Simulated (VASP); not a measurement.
Input of a VASP 6.6.1 run:

File INCAR:

```
SYSTEM = CuO
ALGO     = Normal         ! electronic algorithm
EDIFF    = 1E-7           ! SCF threshold, eV
ENCUT    = 520            ! plane-wave cutoff, eV
GGA      = PS             ! functional
ISIF     = 2              ! what is computed and relaxed
ISMEAR   = -1             ! smearing method
LASPH    = .TRUE.         ! aspherical terms in the spheres
LCHARG   = .FALSE.        ! write CHGCAR
LREAL    = .FALSE.        ! projectors in reciprocal space
LWAVE    = .FALSE.        ! write WAVECAR
NBANDS   = 25             ! bands
NELM     = 100            ! most SCF steps
PREC     = Accurate       ! precision mode
SIGMA    = 0.05           ! smearing width, eV
```

Contents of KPOINTS:

```
k-points
0
G
  7 7 4
  0 0 0
```

Contents of POSCAR:

```
CuO
1.0
    2.0392041407     -2.0526332158      0.0000000000
    2.0392041407      2.0526332158      0.0000000000
    0.0000000000      0.0000000000      5.0945530433
Cu O
2 2
Direct
    0.5000000000      0.0000000000      0.0000000000
    0.0000000000      0.5000000000      0.5000000000
    0.5000000000      0.5000000000      0.2500000000
    0.5000000000      0.5000000000      0.7500000000
```

Potentials or basis: VASP PAW PBE potentials, release 64 (Cu, O).

Launch:

```console
$ cat potpaw_PBE.64/Cu/POTCAR potpaw_PBE.64/O/POTCAR > POTCAR
$ mpirun -np 1 vasp_std > vasp.out
```

Estimate the band gap on the k mesh.

zero (band 17 reaches 5.91 eV, above the bottom of band 18 at 4.74 eV).

Estimate the pressure.

0.8 GPa.

Stress tensor (GPa, compression positive):
```
0.65 0.00 0.00
0.00 0.58 0.00
0.00 0.00 1.02
```

Caveat: the PAW data sets were made with another functional, which shifts forces and pressure a little; semilocal functionals often make such compounds metallic where correlation or magnetic order opens a gap, which also shifts bond lengths. With open d or f shells a metallic result of PBEsol can be an artefact of self-interaction; +U or a hybrid may open a gap.
